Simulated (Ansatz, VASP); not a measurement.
**Ti3H in VASP and in Ansatz**

File INCAR:

```
SYSTEM = Ti3H
PREC = Accurate ; ENCUT = 520
EDIFF = 1E-6 ; ISMEAR = 0
SIGMA = 0.1 ; LREAL = .False.
LASPH = .True. ; NELM = 100
ALGO = Normal ; ISIF = 2
LWAVE = .False. ; LCHARG = .False.
LDIPOL = .True. ; IDIPOL = 3
DIPOL = 0.5 0.5 0.331 ; GGA = PE
NBANDS = 47
```

KPOINTS

```
regular mesh
0
Gamma
  6 6 1
  0 0 0
```

Contents of POSCAR:

```
Ti3H
1.0
    4.6037402164      0.0000000000      0.0000000000
   -2.3018701082      3.9869559799      0.0000000000
    0.0000000000      0.0000000000     22.4968206792
Ti H
6 2
Direct
    0.6666666667      0.3333333333      0.1778029019
    0.3333333333      0.6666666667      0.2195747837
    0.0000000000      0.0000000000      0.2613466656
    0.6666666667      0.3333333333      0.2980472718
    0.3333333333      0.6666666667      0.3304570052
    0.0000000000      0.0000000000      0.3776898434
    0.4185444916      1.0000000000      0.4932617296
    0.5814555084      1.0000000000      0.4932617296
```

Input for Ansatz:

```yaml
crystal:
  lattice:
    - [4.6037402164, 0.0, 0.0]
    - [-2.3018701082, 3.9869559799, 0.0]
    - [0.0, 0.0, 22.4968206792]
  atoms:
    - { symbol: Ti, position: [0.6666666667, 0.3333333333, 0.1778029019] }
    - { symbol: Ti, position: [0.3333333333, 0.6666666667, 0.2195747837] }
    - { symbol: Ti, position: [0.0, 0.0, 0.2613466656] }
    - { symbol: Ti, position: [0.6666666667, 0.3333333333, 0.2980472718] }
    - { symbol: Ti, position: [0.3333333333, 0.6666666667, 0.3304570052] }
    - { symbol: Ti, position: [0.0, 0.0, 0.3776898434] }
    - { symbol: H, position: [0.4185444916, 1.0, 0.4932617296] }
    - { symbol: H, position: [0.5814555084, 1.0, 0.4932617296] }
basis:
  ecutwfc: 420
kpoints:
  mp_grid: { grid: [6, 6, 1] }
hamiltonian:
  xc: pbe
  pseudopotentials: { kind: paw, azcp: { folder: soft_1 } }
scf:
  occupations: { method: gaussian, width: 0.1 }
output:
  forces: true
  eigenvalues: true
  write_density: true
  write_potential: true
  elf: true
  volumetric_format: npy
efield:
  axis: 3
  dipole_correction: true
  ramp_width: 0.04
```

Alike in both runs: task single point; functional PBE; k mesh 6 × 6 × 1; occupations gaussian, width 0.1 eV; no spin polarisation.

|  | VASP | Ansatz |
| --- | --- | --- |
| version | VASP 6.6.1 | Ansatz 0.2.0 |
| potentials or method | VASP PAW PBE potentials, release 64 (Ti_sv, H), cutoff 520 eV | scalar-relativistic, plane waves, PAW |
| valence electrons in the cell | 74 | 74 |

|  | VASP | Ansatz | Ansatz less VASP |
| --- | --- | --- | --- |
| gap on the k mesh at the Fermi level (eV) | none | none | - |
| rms of the force components (eV/Å) | 0.160 | 0.160 | +0.0003 |

Atom by atom the forces differ by 0.009 eV/Å (rms over components). A gap of «none» marks a metal or a gap that the smearing closes. Ansatz's warnings: xc potential rough in thin density.
